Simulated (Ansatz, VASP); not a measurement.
## Ba: VASP beside Ansatz

File INCAR:

```
SYSTEM = Ba
PREC     = Accurate       ! precision mode
ENCUT    = 520            ! plane-wave cutoff, eV
EDIFF    = 1E-7           ! SCF threshold, eV
ISMEAR   = 0              ! smearing method
SIGMA    = 0.15           ! smearing width, eV
LREAL    = .False.        ! projectors in reciprocal space
LASPH    = .True.         ! aspherical terms in the spheres
NELM     = 80             ! most SCF steps
ALGO     = Fast           ! electronic algorithm
ISIF     = 2              ! what is computed and relaxed
LWAVE    = .False.        ! write WAVECAR
LCHARG   = .True.         ! write CHGCAR
GGA      = PE             ! functional
LELF     = .True.         ! ELF
LVHAR    = .True.       
NBANDS   = 17             ! bands
```

File KPOINTS:

```
Automatic mesh
0
Gamma
  9 9 12
  0 0 0
```

POSCAR

```
Ba
1.0
    6.9960670735      0.0000000000      0.0000000000
   -3.4980335368      6.0587718122      0.0000000000
    0.0000000000      0.0000000000      3.5966420660
Ba
2
Direct
    0.3333333333      0.6666666667      0.5000000000
    0.6666666667      0.3333333333      0.5000000000
```

Input for Ansatz:

```yaml
crystal:
  lattice:
    - [6.9960670735, 0.0, 0.0]
    - [-3.4980335368, 6.0587718122, 0.0]
    - [0.0, 0.0, 3.596642066]
  atoms:
    - { symbol: Ba, position: [0.3333333333, 0.6666666667, 0.5] }
    - { symbol: Ba, position: [0.6666666667, 0.3333333333, 0.5] }
basis:
  ecutwfc: 420
kpoints:
  mp_grid: { grid: [9, 9, 12] }
hamiltonian:
  xc: pbe
scf:
  occupations: { method: gaussian, width: 0.15 }
output:
  forces: true
  stress: true
  eigenvalues: true
```

Change from the starting cell: strain +0.000 along x and y, -0.080 along z, atoms carried along.

Alike in both runs: task single point; functional PBE; k mesh 9 × 9 × 12; occupations gaussian, width 0.15 eV; no spin polarisation.

|  | VASP | Ansatz |
| --- | --- | --- |
| version | VASP 6.6.1 | Ansatz 0.2.0 |
| potentials or method | VASP PAW PBE potentials, release 64 (Ba_sv), cutoff 520 eV | scalar-relativistic, plane waves, PAW |
| valence electrons in the cell | 20 | 20 |

```tsv
	VASP	Ansatz	Ansatz less VASP
gap on the k mesh at the Fermi level (eV)	none	none	-
pressure (GPa)	0.8	0.7	-0.12
traceless stress, the component that is largest in VASP (GPa)	1.68	1.58	-0.099
```

A gap of «none» marks a metal or a gap that the smearing closes. The functional is the same, so the differences come from potentials, cutoffs and numerics.

Spin-orbit coupling is off throughout.
